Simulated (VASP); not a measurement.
# ZnAu (Pm-3m) in VASP: density of states with PBE

Aim: the density of states of ZnAu with PBE.

All numbers are computed with VASP 6.6.1; they aren't measurements. Logs are shortened: lines on timing, memory, paths and dates and some standing lists are left out, and cuts for length are marked.

**1. The cell of the first run**

The structure is cubic, space group Pm-3m (No. 221). Conventional cell: a = 3.187 Å, b = 3.187 Å, c = 3.187 Å, α = 90.00°, β = 90.00°, γ = 90.00°. Within 3.6 Å of Zn (site symmetry m-3m) lie 8 Au at 2.76 Å and 6 Zn at 3.19 Å. Au (site symmetry m-3m) has 8 Zn at 2.76 Å and 6 Au at 3.19 Å within 3.6 Å.

**2. Density of states, PBE**

POSCAR reads:

```
ZnAu
1.0
    3.1866969159      0.0000000000      0.0000000000
    0.0000000000      3.1866969159      0.0000000000
    0.0000000000      0.0000000000      3.1866969159
Zn Au
1 1
Direct
    0.5000000000      0.5000000000      0.5000000000
    0.0000000000      0.0000000000      0.0000000000
```

INCAR.step1 reads:

```
  ALGO = Normal
  EDIFF = 1E-6
  ENCUT = 520
  GGA = PE
  ISIF = 2
  ISMEAR = 0
  LASPH = True
  LCHARG = True
  LMAXMIX = 4
  LREAL = False
  LWAVE = False
  NBANDS = 18
  NELM = 100
  PREC = Accurate
  SIGMA = 0.1
```

KPOINTS.step1 reads:

```
k-points
0
Gamma
  14 14 14
```

INCAR.step2 reads:

```
  ALGO = Normal
  EDIFF = 1E-6
  ENCUT = 520
  GGA = PE
  ICHARG = 11
  ISIF = 2
  ISMEAR = -5
  LASPH = True
  LCHARG = False
  LMAXMIX = 4
  LORBIT = 11
  LREAL = False
  LWAVE = False
  NEDOS = 2001
  NELM = 100
  PREC = Accurate
  SIGMA = 0.1
```

KPOINTS.step2 reads:

```
k-points
0
Gamma
  21 21 21
```

Potentials or basis: VASP PAW PBE potentials, release 64 (Zn, Au).

Started as:

```
cat potpaw_PBE.64/Zn/POTCAR potpaw_PBE.64/Au/POTCAR > POTCAR
cp INCAR.step1 INCAR
cp KPOINTS.step1 KPOINTS
mpirun -np 1 vasp_std > vasp.out
cp INCAR.step2 INCAR
cp KPOINTS.step2 KPOINTS
mpirun -np 1 vasp_std > vasp.out
```

OUTCAR:

```text
EDIFF = 1E-6
   ENCUT = 520
   GGA = PE
   ICHARG = 11
   ISIF = 2
   ISMEAR = -5
   LASPH = True
   LORBIT = 11
   LREAL = False
   NELM = 100
   PREC = Accurate

 ion  position               nearest neighbor table
   1  0.500  0.500  0.500-   2 2.76   2 2.76   2 2.76   2 2.76   2 2.76   2 2.76   2 2.76   2 2.76

   2  0.000  0.000  0.000-   1 2.76   1 2.76   1 2.76   1 2.76   1 2.76   1 2.76   1 2.76   1 2.76

  LATTYP: Found a simple cubic cell.
 ALAT       =     3.1866969159

  Lattice vectors:

 A1 = (   3.1866969159,   0.0000000000,   0.0000000000)
 A2 = (   0.0000000000,   3.1866969159,   0.0000000000)
 A3 = (   0.0000000000,   0.0000000000,   3.1866969159)

Analysis of symmetry for initial positions (statically):
=====================================================================
 Subroutine PRICEL returns:
 Original cell was already a primitive cell.

 Routine SETGRP: Setting up the symmetry group for a
 simple cubic supercell.

 Subroutine GETGRP returns: Found 48 space group operations
 (whereof 48 operations were pure point group operations)
 out of a pool of 48 trial point group operations.

The static configuration has the point symmetry O_h .

Analysis of symmetry for dynamics (positions and initial velocities):
=====================================================================
 Subroutine PRICEL returns:
 Original cell was already a primitive cell.

 Routine SETGRP: Setting up the symmetry group for a
 simple cubic supercell.

 Subroutine GETGRP returns: Found 48 space group operations
 (whereof 48 operations were pure point group operations)
 out of a pool of 48 trial point group operations.

The dynamic configuration has the point symmetry O_h .

 Subroutine INISYM returns: Found 48 space group operations
 (whereof 48 operations are pure point group operations),
 and found     1 'primitive' translations

----------------------------------------------------------------------------------------

                                     Primitive cell

  volume of cell :      32.3610

  direct lattice vectors                    reciprocal lattice vectors
     3.186696916  0.000000000  0.000000000     0.313804553  0.000000000  0.000000000
     0.000000000  3.186696916  0.000000000     0.000000000  0.313804553  0.000000000
     0.000000000  0.000000000  3.186696916     0.000000000  0.000000000  0.313804553

  length of vectors
     3.186696916  3.186696916  3.186696916     0.313804553  0.313804553  0.313804553

[... 94 lines left out ...]
   NUPDOWN=      -1.0000    fix difference up-down
   EMIN   =  10.00;   EMAX   =-10.00  energy-range for DOS
   EFERMI =   0.00;   METHOD = LEGACY
   ISMEAR =    -5;   SIGMA  =   0.10  broadening in eV -4-tet -1-fermi 0-gaus
   EFERMI_NEDOS =   21; number of points for ismear=-14 and -15
   IALGO  =     38    algorithm
   IMIX   =      4    mixing-type and parameters
     AMIX     =   0.40;   BMIX     =  1.00
     AMIX_MAG =   1.60;   BMIX_MAG =  1.00
  volume/ion in A,a.u.               =      16.18       109.19
  Fermi-wavevector in a.u.,A,eV,Ry     =   1.460977  2.760846 29.041003  2.134454
  Thomas-Fermi vector in A             =   2.577363
   LORBIT       =     11    0 simple, 1 ext, 2 COOP (PROOUT), +10 PAW based schemes
   GGA     = PE    functional components
   LHFCALC =     F    Hartree Fock is set to
   AEXX    =    0.0000 exact exchange contribution
   IVDW    =     0    specifies the selected vdW correction
   LEPSILON=     F    determine dielectric tensor
   LRPA    =     F    only Hartree local field effects (RPA)
 non-spin polarized calculation
 Fermi weights with tetrahedron method with Bloechl corrections
  energy-cutoff  :      520.00
  volume of cell :       32.36
 maximum number of plane-waves:       903
 NGX is ok and might be reduce to    24

 number of electron      23.0000040 magnetization

 Free energy of the ion-electron system (eV)
  ---------------------------------------------------
  ext. energy  EPLUGINS =         0.00000000
  ---------------------------------------------------
  free energy    TOTEN  =        -4.74991466 eV

  energy without entropy =       -4.74991466  energy(sigma->0) =       -4.74991466

 E-fermi :   6.6386     XC(G=0): -12.1646

 val. band max:        6.6386559222   @ k =   0.4762   0.4762   0.2381
 cond. band min:       6.6350093115   @ k =   0.3333   0.2381   0.0000
 fundamental gap:     -0.0036466107
 Fermi energy:         6.6386180104

 k-point     1 :       0.0000    0.0000    0.0000
  band No.  band energies     occupation
      1      -3.6319      2.00000
      2      -1.3113      2.00000
      3      -1.3113      2.00000
      4      -0.7041      2.00000
      5      -0.7041      2.00000
      6      -0.7041      2.00000
      7       1.3480      2.00000
      8       1.3480      2.00000
      9       2.9557      2.00000
     10       2.9557      2.00000
     11       2.9557      2.00000
     12      11.5840      0.00000
     13      11.5840      0.00000
     14      11.5840      0.00000
[... 401 lines left out ...]
      2      -1.1699      2.00000
      3      -1.1232      2.00000
      4      -0.7453      2.00000
      5      -0.7105      2.00000
      6      -0.6376      2.00000
      7       1.3081      2.00000
      8       1.5167      2.00000
      9       2.4519      2.00000
     10       2.5362      2.00000
     11       2.8851      2.00000
     12       8.5969      0.00000
     13      11.3907      0.00000
     14      12.9156      0.00000
     15      17.0457      0.00000

 [... further k-points ...]
[... 5 lines left out ...]
  --------------------------------------------------------------------------------------
  -------------------------------------------------------------------------------------
  Total       -0.0018541     -0.0018541     -0.0018541      0.0000000      0.0000000     -0.0000000
  in kB       -0.0917956     -0.0917956     -0.0917956      0.0000000      0.0000000     -0.0000000
  external PRESSURE =      -0.0917956 kB  Pullay stress =       0.0000000 kB

 VOLUME and BASIS-vectors are now :
 -----------------------------------------------------------------------------
  energy-cutoff  :      520.00
  volume of cell :       32.36
      direct lattice vectors                 reciprocal lattice vectors
     3.186696916  0.000000000  0.000000000     0.313804553  0.000000000  0.000000000
     0.000000000  3.186696916  0.000000000     0.000000000  0.313804553  0.000000000
     0.000000000  0.000000000  3.186696916     0.000000000  0.000000000  0.313804553

 POSITION                                       TOTAL-FORCE (eV/Angst)
 -----------------------------------------------------------------------------------
      1.59335      1.59335      1.59335         0.000000      0.000000      0.000000
      0.00000      0.00000      0.00000         0.000000      0.000000      0.000000
 -----------------------------------------------------------------------------------
    total drift:                                0.000000      0.000000     -0.000000

  FREE ENERGIE OF THE ION-ELECTRON SYSTEM (eV)
  ---------------------------------------------------
  free  energy   TOTEN  =        -4.7499146645 eV

  energy  without entropy=       -4.7499146645  energy(sigma->0) =       -4.74991466

 total charge

# of ion       s       p       d       tot
------------------------------------------
    1        0.517   0.419   9.765  10.701
    2        0.612   0.366   8.708   9.687
--------------------------------------------------
tot          1.130   0.785  18.473  20.388
```

OSZICAR.step1:

```text
N       E                     dE             d eps       ncg     rms          rms(c)
DAV:   1     0.129875787329E+03    0.12988E+03   -0.11525E+04  4456   0.163E+03
DAV:   2     0.190638367409E+00   -0.12969E+03   -0.12334E+03  4424   0.309E+02
DAV:   3    -0.513919735199E+01   -0.53298E+01   -0.52966E+01  4738   0.675E+01
DAV:   4    -0.518570553899E+01   -0.46508E-01   -0.46494E-01  4748   0.567E+00
DAV:   5    -0.518622679381E+01   -0.52125E-03   -0.52125E-03  4588   0.635E-01    0.775E+00
DAV:   6    -0.477856911058E+01    0.40766E+00   -0.12039E+00  4608   0.120E+01    0.502E+00
DAV:   7    -0.475495134484E+01    0.23618E-01   -0.27832E-02  5792   0.338E+00    0.272E+00
DAV:   8    -0.474701950432E+01    0.79318E-02   -0.99536E-03  4474   0.102E+00    0.167E-01
DAV:   9    -0.474703136584E+01   -0.11862E-04   -0.33429E-04  5214   0.261E-01    0.806E-02
DAV:  10    -0.474704149918E+01   -0.10133E-04   -0.45457E-05  4648   0.723E-02    0.175E-02
DAV:  11    -0.474704240144E+01   -0.90226E-06   -0.41825E-06  4538   0.311E-02
   1 F= -.47470424E+01 E0= -.47452306E+01  d E =-.362361E-02
```

Run time: 57 s. Hardware: 1 thread of AMD EPYC 9R45 (Zen 5), shared host; peak memory 0.24 GiB.

What came out:

```
Valence electrons inside the program's atomic spheres : Zn 10.70; Au 9.69
```

Caveat: spin-orbit coupling is left out, which moves the levels of the heavy elements; tetrahedron occupations give inexact forces and stress in metals.
